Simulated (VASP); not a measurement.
# SnSe (rocksalt type) (Fm-3m) in VASP: a series of runs

SnSe (rocksalt type) is run at these levels: LDA; tasks: single point.

Everything below comes from runs of VASP 6.6.1. Logs are shortened: lines on timing, memory, paths and dates and some standing lists are left out, and cuts for length are marked.

## Step 1: The cell of the first run

It takes space group Fm-3m (No. 225, cubic). Conventional cell: a = 4.832 Å, b = 4.832 Å, c = 4.832 Å, α = 90.00°, β = 90.00°, γ = 90.00°. Within 3.2 Å of Sn (site symmetry m-3m) lie 6 Se at 2.42 Å. Se (site symmetry m-3m) has 6 Sn at 2.42 Å within 3.2 Å.

## Step 2: Single point, LDA (volume scaled by 0.55)

File INCAR:

```
SYSTEM = SnSe
PREC     = Accurate       ! precision mode
ENCUT    = 520            ! plane-wave cutoff, eV
EDIFF    = 1E-6           ! SCF threshold, eV
ISMEAR   = -1             ! smearing method
SIGMA    = 0.05           ! smearing width, eV
LREAL    = .FALSE.        ! projectors in reciprocal space
LASPH    = .TRUE.         ! aspherical terms in the spheres
NELM     = 80             ! most SCF steps
ALGO     = Normal         ! electronic algorithm
ISIF     = 2              ! what is computed and relaxed
LWAVE    = .FALSE.        ! write WAVECAR
LCHARG   = .FALSE.        ! write CHGCAR
GGA      = CA             ! functional
NBANDS   = 17             ! bands
```

File KPOINTS:

```
regular mesh
0
G
  14 14 14
  0 0 0
```

File POSCAR:

```
SnSe
1.0
    0.0000000000      2.4157992045      2.4157992045
    2.4157992045      0.0000000000      2.4157992045
    2.4157992045      2.4157992045      0.0000000000
Sn Se
1 1
Direct
    0.0000000000      0.0000000000      0.0000000000
    0.5000000000      0.5000000000      0.5000000000
```

Potentials or basis: VASP PAW LDA potentials, release 64 (Sn_d, Se).

Launch:

```
cat potpaw_LDA.64/Sn_d/POTCAR potpaw_LDA.64/Se/POTCAR > POTCAR
mpirun -np 1 vasp_std > vasp.out
```

OUTCAR:

```text
SYSTEM = SnSe
   PREC = Accurate
   ENCUT = 520
   EDIFF = 1E-6
   ISMEAR = -1
   LREAL = .FALSE.
   LASPH = .TRUE.
   NELM = 80
   ISIF = 2
   GGA = CA

 ion  position               nearest neighbor table
   1  0.000  0.000  0.000-   2 2.42   2 2.42   2 2.42   2 2.42   2 2.42   2 2.42
   2  0.500  0.500  0.500-   1 2.42   1 2.42   1 2.42   1 2.42   1 2.42   1 2.42

  LATTYP: Found a face centered cubic cell.
 ALAT       =     4.8315984090

  Lattice vectors:

 A1 = (   0.0000000000,   2.4157992045,   2.4157992045)
 A2 = (   2.4157992045,   0.0000000000,   2.4157992045)
 A3 = (   2.4157992045,   2.4157992045,   0.0000000000)

Analysis of symmetry for initial positions (statically):
=====================================================================
 Subroutine PRICEL returns:
 Original cell was already a primitive cell.

 Routine SETGRP: Setting up the symmetry group for a
 face centered cubic supercell.

 Subroutine GETGRP returns: Found 48 space group operations
 (whereof 48 operations were pure point group operations)
 out of a pool of 48 trial point group operations.

The static configuration has the point symmetry O_h .

Analysis of symmetry for dynamics (positions and initial velocities):
=====================================================================
 Subroutine PRICEL returns:
 Original cell was already a primitive cell.

 Routine SETGRP: Setting up the symmetry group for a
 face centered cubic supercell.

 Subroutine GETGRP returns: Found 48 space group operations
 (whereof 48 operations were pure point group operations)
 out of a pool of 48 trial point group operations.

The dynamic configuration has the point symmetry O_h .

 Subroutine INISYM returns: Found 48 space group operations
 (whereof 48 operations are pure point group operations),
 and found     1 'primitive' translations

----------------------------------------------------------------------------------------

                                     Primitive cell

  volume of cell :      28.1976

  direct lattice vectors                    reciprocal lattice vectors
     0.000000000  2.415799204  2.415799204    -0.206970844  0.206970844  0.206970844
     2.415799204  0.000000000  2.415799204     0.206970844 -0.206970844  0.206970844
     2.415799204  2.415799204  0.000000000     0.206970844  0.206970844 -0.206970844

  length of vectors
     3.416455999  3.416455999  3.416455999     0.358484017  0.358484017  0.358484017

  position of ions in fractional coordinates (direct lattice)
     0.000000000  0.000000000  0.000000000
     0.500000000  0.500000000  0.500000000

  ion indices of the primitive-cell ions
   primitive index   ion index
                 1           1
                 2           2

----------------------------------------------------------------------------------------

 KPOINTS: regular mesh

Automatic generation of k-mesh.
 Grid dimensions read from file:
 generate k-points for:   14   14   14

 Generating k-lattice:

  Cartesian coordinates                     Fractional coordinates (reciprocal lattice)
    -0.014783632  0.014783632  0.014783632     0.071428571  0.000000000  0.000000000
     0.014783632 -0.014783632  0.014783632     0.000000000  0.071428571  0.000000000
     0.014783632  0.014783632 -0.014783632     0.000000000  0.000000000  0.071428571

  Length of vectors
     0.025606001  0.025606001  0.025606001

  Shift w.r.t. Gamma in fractional coordinates (k-lattice)
     0.000000000  0.000000000  0.000000000

 Subroutine IBZKPT returns following result:
 ===========================================

 Found    104 irreducible k-points:

 Following reciprocal coordinates:
            Coordinates               Weight
  0.000000  0.000000  0.000000      1.000000
  0.071429  0.000000  0.000000      8.000000
  0.142857  0.000000  0.000000      8.000000
  0.214286  0.000000  0.000000      8.000000
  0.285714  0.000000  0.000000      8.000000
  0.357143  0.000000  0.000000      8.000000
[... 16 lines left out ...]
  0.214286  0.142857  0.000000     24.000000
  0.285714  0.142857  0.000000     24.000000
 [... further k-points ...]
   k-points           NKPTS =    104   k-points in BZ     NKDIM =    104   number of bands    NBANDS=     17
   number of dos      NEDOS =    301   number of ions     NIONS =      2
   total plane-waves  NPLWV =  21952
   dimension x,y,z NGX =    28 NGY =   28 NGZ =   28
   dimension x,y,z NGXF=    56 NGYF=   56 NGZF=   56
   ions per type =               1   1
   NGX,Y,Z   is equivalent  to a cutoff of  13.62, 13.62, 13.62 a.u.
   NGXF,Y,Z  is equivalent  to a cutoff of  27.25, 27.25, 27.25 a.u.
 SYSTEM =  SnSe
   PREC   = accura    normal or accurate (medium, high low for compatibility)
   ISTART =      0    job   : 0-new  1-cont  2-samecut
   ICHARG =      2    charge: 1-file 2-atom 10-const
   ISPIN  =      1    spin polarized calculation?
   LNONCOLLINEAR =      F non collinear calculations
   LSORBIT =      F    spin-orbit coupling
   LASPH  =      T    aspherical Exc in radial PAW
   ENCUT  =  520.0 eV  38.22 Ry    6.18 a.u.   6.35  6.35  6.35*2*pi/ulx,y,z
   NELM   =     80;   NELMIN=  2; NELMDL= -5     # of ELM steps
   EDIFF  = 0.1E-05   stopping-criterion for ELM
   LREAL  =      F    real-space projection
   EDIFFG = 0.1E-04   stopping-criterion for IOM
   NSW    =      0    number of steps for IOM
   IBRION =     -1    ionic relax: 0-MD 1-quasi-New 2-CG
   NFREE  =      0    steps in history (QN), initial steepest desc. (CG)
   ISIF   =      2    stress and relaxation
   ISYM   =      2    0-nonsym 1-usesym 2-fastsym
   POTIM  = 0.5000    time-step for ionic-motion
   TEBEG  =    0.0;   TEEND  =   0.0 temperature during run
   PSTRESS=    0.0 pullay stress
   NELECT =      20.0000    total number of electrons
   NUPDOWN=      -1.0000    fix difference up-down
   EMIN   =  10.00;   EMAX   =-10.00  energy-range for DOS
   EFERMI =   0.00;   METHOD = LEGACY
   ISMEAR =    -1;   SIGMA  =   0.05  broadening in eV -4-tet -1-fermi 0-gaus
   EFERMI_NEDOS =   21; number of points for ismear=-14 and -15
   IALGO  =     38    algorithm
   IMIX   =      4    mixing-type and parameters
     AMIX     =   0.40;   BMIX     =  1.00
     AMIX_MAG =   1.60;   BMIX_MAG =  1.00
  volume/ion in A,a.u.               =      14.10        95.14
  Fermi-wavevector in a.u.,A,eV,Ry     =   1.459981  2.758965 29.001441  2.131546
  Thomas-Fermi vector in A             =   2.576485
   LORBIT       =      0    0 simple, 1 ext, 2 COOP (PROOUT), +10 PAW based schemes
   GGA     = CA    functional components
   LHFCALC =     F    Hartree Fock is set to
   AEXX    =    0.0000 exact exchange contribution
   IVDW    =     0    specifies the selected vdW correction
   LEPSILON=     F    determine dielectric tensor
   LRPA    =     F    only Hartree local field effects (RPA)
 non-spin polarized calculation
  energy-cutoff  :      520.00
  volume of cell :       28.20
 maximum number of plane-waves:       770
 NGX is ok and might be reduce to    28
   NGX = 13   NGY = 13   NGZ = 13

 number of electron      19.9999996 magnetization

 Free energy of the ion-electron system (eV)
  ---------------------------------------------------
  ext. energy  EPLUGINS =         0.00000000
  ---------------------------------------------------
  free energy    TOTEN  =        -3.98806570 eV

  energy without entropy =       -3.98370582  energy(sigma->0) =       -3.98588576

 E-fermi :  16.2156     XC(G=0): -13.1337

 val. band max:       16.2106068355   @ k =  -0.4286   0.0714   0.0000
 cond. band min:      16.2723589859   @ k =  -0.3571   0.0714   0.0000
 fundamental gap:      0.0617521504
 Fermi energy:        16.2155884861

 k-point     1 :       0.0000    0.0000    0.0000
  band No.  band energies     occupation
      1      -7.0800      2.00000
      2      -7.0800      2.00000
      3      -7.0198      2.00000
      4      -7.0198      2.00000
      5      -7.0198      2.00000
      6      -4.8941      2.00000
[... 9 lines left out ...]
     16      22.6858      0.00000
     17      22.6858      0.00000

 k-point     2 :       0.0714    0.0000    0.0000
  band No.  band energies     occupation
      1      -7.0859      2.00000
      2      -7.0859      2.00000
      3      -7.0207      2.00000
      4      -7.0139      2.00000
      5      -7.0139      2.00000
      6      -4.8026      2.00000
[... 9 lines left out ...]
     16      22.2449      0.00000
     17      23.2450      0.00000

 k-point     3 :       0.1429    0.0000    0.0000
  band No.  band energies     occupation
      1      -7.1049      2.00000
      2      -7.1049      2.00000
      3      -7.0243      2.00000
      4      -6.9946      2.00000
      5      -6.9946      2.00000
      6      -4.5294      2.00000
[... 9 lines left out ...]
     16      21.9675      0.00000
     17      25.1319      0.00000

 k-point     4 :       0.2143    0.0000    0.0000
  band No.  band energies     occupation
      1      -7.1349      2.00000
      2      -7.1349      2.00000
      3      -7.0314      2.00000
      4      -6.9640      2.00000
      5      -6.9640      2.00000
      6      -4.0812      2.00000
[... 9 lines left out ...]
     16      22.3955      0.00000
     17      27.4263      0.00000
[... 343 lines left out ...]
      1      -7.1710      2.00000
      2      -7.0630      2.00000
      3      -7.0408      2.00000
      4      -6.9831      2.00000
      5      -6.9831      2.00000
      6      -4.3819      2.00000
[... 9 lines left out ...]
     16      24.5244      0.00000
     17      24.9084      0.00000

 k-point    23 :       0.2143    0.1429    0.0000
  band No.  band energies     occupation
      1      -7.2224      2.00000
      2      -7.0669      2.00000
      3      -7.0478      2.00000
      4      -6.9651      2.00000
      5      -6.9567      2.00000
      6      -4.0267      2.00000
[... 9 lines left out ...]
     16      24.5642      0.00000
     17      26.6771      0.00000

 k-point    24 :       0.2857    0.1429    0.0000
  band No.  band energies     occupation
      1      -7.2699      2.00000
      2      -7.0894      2.00000
      3      -7.0491      2.00000
      4      -6.9481      2.00000
      5      -6.9207      2.00000
      6      -3.5023      2.00000
[... 9 lines left out ...]
     16      24.9390      0.00000
     17      28.7614      0.00000

 [... further k-points ...]

------------------------ aborting loop because EDIFF is reached ----------------------------------------

  FORCE on cell =-STRESS in cart. coord.  units (eV):
  Direction    XX          YY          ZZ          XY          YZ          ZX
  --------------------------------------------------------------------------------------
  -------------------------------------------------------------------------------------
  Total       22.7667351     22.7667351     22.7667351     -0.0000000     -0.0000000      0.0000000
  in kB     1293.5965210   1293.5965210   1293.5965210     -0.0000000     -0.0000000      0.0000000
  external PRESSURE =    1293.5965210 kB  Pullay stress =       0.0000000 kB

 VOLUME and BASIS-vectors are now :
 -----------------------------------------------------------------------------
  energy-cutoff  :      520.00
  volume of cell :       28.20
      direct lattice vectors                 reciprocal lattice vectors
     0.000000000  2.415799204  2.415799204    -0.206970844  0.206970844  0.206970844
     2.415799204  0.000000000  2.415799204     0.206970844 -0.206970844  0.206970844
     2.415799204  2.415799204  0.000000000     0.206970844  0.206970844 -0.206970844

 POSITION                                       TOTAL-FORCE (eV/Angst)
 -----------------------------------------------------------------------------------
      0.00000      0.00000      0.00000         0.000000      0.000000      0.000000
      2.41580      2.41580      2.41580        -0.000000     -0.000000     -0.000000
 -----------------------------------------------------------------------------------
    total drift:                               -0.000000      0.000000      0.000000

  FREE ENERGIE OF THE ION-ELECTRON SYSTEM (eV)
  ---------------------------------------------------
  free  energy   TOTEN  =        -3.9880657006 eV

  energy  without entropy=       -3.9837058167  energy(sigma->0) =       -3.98588576
```

Wall time 21 s (1 thread of Intel Xeon 6975P-C (Granite Rapids), shared host); peak memory 0.17 GiB.

Results:

```
Free energy            : -3.9881 eV
Pressure               : 129.4 GPa
Band gap on the k mesh : zero (band 10 reaches 17.17 eV, above the bottom of band 11 at 15.63 eV)
```

Caveat: spin-orbit coupling is left out, which moves the levels of the heavy elements.

## Step 3: Single point, LDA (volume scaled by 0.55, level accurate)

File INCAR:

```
SYSTEM = SnSe
PREC = Accurate
ENCUT = 520
EDIFF = 1E-7
ISMEAR = -1
SIGMA = 0.05
LREAL = .FALSE.
LASPH = .TRUE.
NELM = 100
ALGO = Normal
ISIF = 2
LWAVE = .FALSE.
LCHARG = .FALSE.
NBANDS = 17
```

KPOINTS is that of step 2.

POSCAR is that of step 2.

Potentials or basis: VASP PAW LDA potentials, release 64 (Sn_d, Se).

Launch:

```
cat potpaw_LDA.64/Sn_d/POTCAR potpaw_LDA.64/Se/POTCAR > POTCAR
mpirun -np 1 vasp_std > vasp.out
```

OUTCAR:

```text
SYSTEM = SnSe
   PREC = Accurate
   ENCUT = 520
   EDIFF = 1E-7
   ISMEAR = -1
   LREAL = .FALSE.
   LASPH = .TRUE.
   NELM = 100
   ISIF = 2

 ion  position               nearest neighbor table
   1  0.000  0.000  0.000-   2 2.42   2 2.42   2 2.42   2 2.42   2 2.42   2 2.42
   2  0.500  0.500  0.500-   1 2.42   1 2.42   1 2.42   1 2.42   1 2.42   1 2.42

  LATTYP: Found a face centered cubic cell.
 ALAT       =     4.8315984090

  Lattice vectors:

 A1 = (   0.0000000000,   2.4157992045,   2.4157992045)
 A2 = (   2.4157992045,   0.0000000000,   2.4157992045)
 A3 = (   2.4157992045,   2.4157992045,   0.0000000000)

Analysis of symmetry for initial positions (statically):
=====================================================================
 Subroutine PRICEL returns:
 Original cell was already a primitive cell.

 Routine SETGRP: Setting up the symmetry group for a
 face centered cubic supercell.

 Subroutine GETGRP returns: Found 48 space group operations
 (whereof 48 operations were pure point group operations)
 out of a pool of 48 trial point group operations.

The static configuration has the point symmetry O_h .

Analysis of symmetry for dynamics (positions and initial velocities):
[... 161 lines left out ...]
 val. band max:       16.2106158357   @ k =  -0.4286   0.0714   0.0000
 cond. band min:      16.2723529216   @ k =  -0.3571   0.0714   0.0000
 fundamental gap:      0.0617370859
 Fermi energy:        16.2155896711

 k-point     1 :       0.0000    0.0000    0.0000
  band No.  band energies     occupation
      1      -7.0800      2.00000
      2      -7.0800      2.00000
      3      -7.0198      2.00000
      4      -7.0198      2.00000
      5      -7.0198      2.00000
      6      -4.8940      2.00000
[... 457 lines left out ...]
      4      -6.9481      2.00000
      5      -6.9207      2.00000
      6      -3.5023      2.00000
[... 9 lines left out ...]
     16      24.9391      0.00000
     17      28.7610      0.00000

 [... further k-points ...]

------------------------ aborting loop because EDIFF is reached ----------------------------------------

  FORCE on cell =-STRESS in cart. coord.  units (eV):
  Direction    XX          YY          ZZ          XY          YZ          ZX
  --------------------------------------------------------------------------------------
  -------------------------------------------------------------------------------------
  Total       22.7684246     22.7684246     22.7684246     -0.0000000      0.0000000      0.0000000
  in kB     1293.6925198   1293.6925198   1293.6925198     -0.0000000      0.0000000      0.0000000
  external PRESSURE =    1293.6925198 kB  Pullay stress =       0.0000000 kB

 VOLUME and BASIS-vectors are now :
 -----------------------------------------------------------------------------
  energy-cutoff  :      520.00
  volume of cell :       28.20
      direct lattice vectors                 reciprocal lattice vectors
     0.000000000  2.415799204  2.415799204    -0.206970844  0.206970844  0.206970844
     2.415799204  0.000000000  2.415799204     0.206970844 -0.206970844  0.206970844
     2.415799204  2.415799204  0.000000000     0.206970844  0.206970844 -0.206970844

 POSITION                                       TOTAL-FORCE (eV/Angst)
 -----------------------------------------------------------------------------------
      0.00000      0.00000      0.00000         0.000000      0.000000      0.000000
      2.41580      2.41580      2.41580         0.000000      0.000000     -0.000000
 -----------------------------------------------------------------------------------
    total drift:                               -0.000000      0.000000      0.000000

  FREE ENERGIE OF THE ION-ELECTRON SYSTEM (eV)
  ---------------------------------------------------
  free  energy   TOTEN  =        -3.9880657025 eV

  energy  without entropy=       -3.9837058633  energy(sigma->0) =       -3.98588578
```

OSZICAR:

```text
N       E                     dE             d eps       ncg     rms          rms(c)
DAV:   1     0.139718453544E+03    0.13972E+03   -0.10001E+04  3729   0.182E+03
DAV:   2     0.626737319582E+01   -0.13345E+03   -0.12890E+03  3912   0.384E+02
DAV:   3    -0.406231453779E+01   -0.10330E+02   -0.10216E+02  4382   0.908E+01
DAV:   4    -0.424953776122E+01   -0.18722E+00   -0.18702E+00  4180   0.120E+01
DAV:   5    -0.425326933484E+01   -0.37316E-02   -0.37312E-02  4737   0.174E+00    0.115E+01
DAV:   6    -0.406341412246E+01    0.18986E+00   -0.98591E-02  5232   0.334E+00    0.689E+00
DAV:   7    -0.399043789195E+01    0.72976E-01   -0.87673E-02  5305   0.234E+00    0.550E-01
DAV:   8    -0.398810028426E+01    0.23376E-02   -0.99886E-03  4971   0.104E+00    0.177E-01
DAV:   9    -0.398807149158E+01    0.28793E-04   -0.50979E-04  4304   0.198E-01    0.690E-02
DAV:  10    -0.398806748458E+01    0.40070E-05   -0.37405E-05  5433   0.128E-01    0.228E-02
DAV:  11    -0.398806592207E+01    0.15625E-05   -0.69806E-06  5196   0.330E-02    0.869E-03
DAV:  12    -0.398806570725E+01    0.21482E-06   -0.63944E-07  4417   0.121E-02    0.145E-03
DAV:  13    -0.398806570249E+01    0.47648E-08   -0.23128E-08  2209   0.140E-03
   1 F= -.39880657E+01 E0= -.39858858E+01  d E =-.435984E-02
```

stdout:

```text
POSCAR found type information on POSCAR SnSe
 POSCAR found :  2 types and       2 ions
 scaLAPACK will be used
 LDA part: xc-table for (Slater(with rela. corr.)+CA(PZ))
 , standard interpolation
 POSCAR, INCAR and KPOINTS ok, starting setup
 FFT: planning ... GRIDC
 FFT: planning ... GRID_SOFT
 FFT: planning ... GRID
 WAVECAR not read
 entering main loop
```

Run time: 23 s. Hardware: 1 thread of Intel Xeon 6975P-C (Granite Rapids), shared host; peak memory 0.17 GiB.

What came out:

```yaml
Free_energy: -3.9881 eV
Pressure: 129.4 GPa
Band_gap_on_the_k_mesh: zero (band 10 reaches 17.17 eV, above the bottom of band 11 at 15.63 eV)
```

Caveat: spin-orbit coupling is left out, which moves the levels of the heavy elements.
